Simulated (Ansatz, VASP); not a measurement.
# Two plane-wave programs on AlN

File INCAR:

```
ALGO = Normal ; EDIFF = 1E-7
ENCUT = 520 ; GGA = PS
ISIF = 2 ; ISMEAR = 0
LASPH = T ; LCHARG = T
LELF = T ; LREAL = F
LVHAR = T ; LWAVE = F
NBANDS = 26 ; NELM = 80
PREC = Accurate ; SIGMA = 0.05
```

File KPOINTS:

```
k-points
0
Gamma
  6 6 6
```

File POSCAR:

```
AlN
1.0
    4.3771405283      0.0000000000      0.0000000000
    0.0000000000     -4.3771405283      0.0000000000
    0.0000000000      0.0000000000     -4.3771405283
Al N
4 4
Direct
    0.0000000000      0.0575718322      0.0000000000
    0.5000000000      0.5000000000      0.0000000000
    0.5000000000      0.0000000000      0.5000000000
    0.0000000000      0.5000000000      0.5000000000
    0.7500000000      0.7500000000      0.7500000000
    0.2500000000      0.2500000000      0.7500000000
    0.2500000000      0.7500000000      0.2500000000
    0.7500000000      0.2500000000      0.2500000000
```

Input for Ansatz:

```yaml
crystal:
  lattice:
    - [4.3771405283, 0.0, 0.0]
    - [0.0, -4.3771405283, 0.0]
    - [0.0, 0.0, -4.3771405283]
  atoms:
    - { symbol: Al, position: [0.0, 0.0575718322, 0.0] }
    - { symbol: Al, position: [0.5, 0.5, 0.0] }
    - { symbol: Al, position: [0.5, 0.0, 0.5] }
    - { symbol: Al, position: [0.0, 0.5, 0.5] }
    - { symbol: "N", position: [0.75, 0.75, 0.75] }
    - { symbol: "N", position: [0.25, 0.25, 0.75] }
    - { symbol: "N", position: [0.25, 0.75, 0.25] }
    - { symbol: "N", position: [0.75, 0.25, 0.25] }
basis:
  ecutwfc: 420
kpoints:
  mp_grid: { grid: [6, 6, 6] }
hamiltonian:
  xc: pbesol
  pseudopotentials: { kind: paw, azcp: { folder: soft_1 } }
scf:
  occupations: { method: gaussian, width: 0.05 }
output:
  forces: true
  stress: true
  eigenvalues: true
```

Alike in both runs: task single point; functional PBEsol; k mesh 6 × 6 × 6; occupations gaussian, width 0.05 eV; no spin polarisation.

```csv
,VASP,Ansatz
version,VASP 6.6.1,Ansatz 0.2.0
potentials or method,"VASP PAW PBE potentials, release 64 (Al, N), cutoff 520 eV","scalar-relativistic, plane waves, PAW"
valence electrons in the cell,32,32
```

```tsv
	VASP	Ansatz	Ansatz less VASP
gap on the k mesh at the Fermi level (eV)	2.28	2.28	+0.008
least direct gap on the mesh (eV)	2.28	2.29	+0.008
pressure (GPa)	2.2	2.2	-0.06
traceless stress, the component that is largest in VASP (GPa)	4.82	4.73	-0.084
rms of the force components (eV/Å)	1.218	1.210	-0.0079
```

VASP's potentials were made for PBE, not for PBEsol, and Ansatz warns of the same on its side. Atom by atom the forces differ by 0.010 eV/Å (rms over components). With one functional, cell and mesh, what is left measures potentials, basis and numerics.
